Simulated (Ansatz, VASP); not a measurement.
**Two plane-wave programs on AlP5**

Contents of INCAR:

```
ALGO = Normal ; EDIFF = 1E-6
EDIFFG = -0.01 ; ENCUT = 600
GGA = PE ; IBRION = 2
ISIF = 3 ; ISMEAR = 0
LASPH = True ; LCHARG = False
LREAL = False ; LWAVE = False
NELM = 80 ; NSW = 100
PREC = Accurate ; SIGMA = 0.1
```

File KPOINTS:

```
k-points
0
Gamma
  6 6 16
```

The input POSCAR:

```
AlP5
1.0
    7.9816255084      0.0000000000      0.0000000000
   -3.9908127542      6.9122904538      0.0000000000
    0.0000000000      0.0000000000      2.3570556750
Al P
1 5
Direct
    0.0000000000      0.0000000000      0.5000000000
    0.5000000000      0.0000000000      0.5000000000
    0.0000000000      0.5000000000      0.5000000000
    0.5000000000      0.5000000000      0.5000000000
    0.3333333333      0.6666666667      0.5000000000
    0.6666666667      0.3333333333      0.5000000000
```

Input for Ansatz:

```yaml
crystal:
  lattice:
    - [7.9816255084, 0.0, 0.0]
    - [-3.9908127542, 6.9122904538, 0.0]
    - [0.0, 0.0, 2.357055675]
  atoms:
    - { symbol: Al, position: [0.0, 0.0, 0.5] }
    - { symbol: P, position: [0.5, 0.0, 0.5] }
    - { symbol: P, position: [0.0, 0.5, 0.5] }
    - { symbol: P, position: [0.5, 0.5, 0.5] }
    - { symbol: P, position: [0.3333333333, 0.6666666667, 0.5] }
    - { symbol: P, position: [0.6666666667, 0.3333333333, 0.5] }
basis:
  ecutwfc: 420
kpoints:
  mp_grid: { grid: [6, 6, 16] }
hamiltonian:
  xc: pbe
scf:
  occupations: { method: gaussian, width: 0.1 }
output:
  forces: true
  stress: true
  eigenvalues: true
relax:
  adjacent_minimum: "off"
  f_tol: 0.01
  max_steps: 80
  cell: { stress_tol: 0.05 }
```

Alike in both runs: task relaxation of cell and atoms; functional PBE; k mesh 6 × 6 × 16; occupations gaussian, width 0.1 eV; no spin polarisation.

```csv
,VASP,Ansatz
version,VASP 6.6.1,Ansatz 0.2.0
potentials or method,"VASP PAW PBE potentials, release 64 (Al, P), cutoff 600 eV","scalar-relativistic, plane waves, PAW"
valence electrons in the cell,28,28
```

Ansatz gave:

| Item | Value |
| --- | --- |
| gap on the k mesh at the Fermi level, each at its own relaxed structure (eV) | none |
| relaxed volume (Å³/atom) | 21.61 |
| relaxed cell length with the largest relative difference (Å) | 7.920 |

Q: What did VASP give for the same quantities?

A: gap on the k mesh at the Fermi level, each at its own relaxed structure (eV): none; relaxed volume (Å³/atom): 21.54; relaxed cell length with the largest relative difference (Å): 7.909.

A gap of «none» marks a metal or a gap that the smearing closes.
